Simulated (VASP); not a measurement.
Set up this calculation in VASP 6.6.1, as the native input.

| Item | Value |
| --- | --- |
| Task | relaxation of cell and atoms |
| Functional | PBE |
| Potentials or basis | VASP PAW PBE potentials, release 64 (Ga_d, N) |
| Cutoff | 600 eV |
| k mesh | 14 × 14 × 14 |
| Occupations | gaussian, width 0.1 eV |
| Spin | no spin polarisation |
| Dipole correction | no |
| Further INCAR settings | ALGO = Normal; EDIFF = 1e-06; IBRION = 2; EDIFFG = -0.01; NSW = 100; ISIF = 3 |

The structure of Ga2N lies in POSCAR:

```
Ga2N
1.0
    0.0000000000      2.8422251172      2.8422251172
    2.8422251172      0.0000000000      2.8422251172
    2.8422251172      2.8422251172      0.0000000000
Ga N
2 1
Direct
    0.2500000000      0.2500000000      0.2500000000
    0.7500000000      0.7500000000      0.7500000000
    0.5000000000      0.5000000000      0.5000000000
```

These files were run (other wordings do the same):

INCAR

```
  PREC = Accurate
  ENCUT = 600
  EDIFF = 1E-6
  ISMEAR = 0
  SIGMA = 0.1
  LREAL = F
  LASPH = T
  NELM = 100
  ALGO = Normal
  ISIF = 3
  LWAVE = F
  LCHARG = F
  GGA = PE
  IBRION = 2
  NSW = 100
  EDIFFG = -0.01
```

KPOINTS

```
regular mesh
0
Gamma
  14 14 14
```

Potentials or basis: VASP PAW PBE potentials, release 64 (Ga_d, N).

Command:

```bash
$ cat potpaw_PBE.64/Ga_d/POTCAR potpaw_PBE.64/N/POTCAR > POTCAR
$ mpirun -np 1 vasp_std > vasp.out
```

Results of the run:

| Property | Result |
| --- | --- |
| Relaxed volume | 15.45 Å³/atom |
| Relaxed cell | a = 4.032 Å, b = 4.032 Å, c = 4.032 Å, α = 60.00°, β = 60.00°, γ = 60.00° |
| Space group after relaxing (to 0.05 Å) | Fm-3m (No. 225) |
| Energy gained by relaxing | 0.4 meV/atom |
| Ionic steps | 4 |
| Pressure after relaxing | 0.1 GPa |

Run time: 3.1 min on 1 thread of Intel(R) Xeon(R) Platinum 8259CL CPU @ 2.50GHz (Skylake/Cascade Lake), on a shared host, peak memory 0.25 GiB.
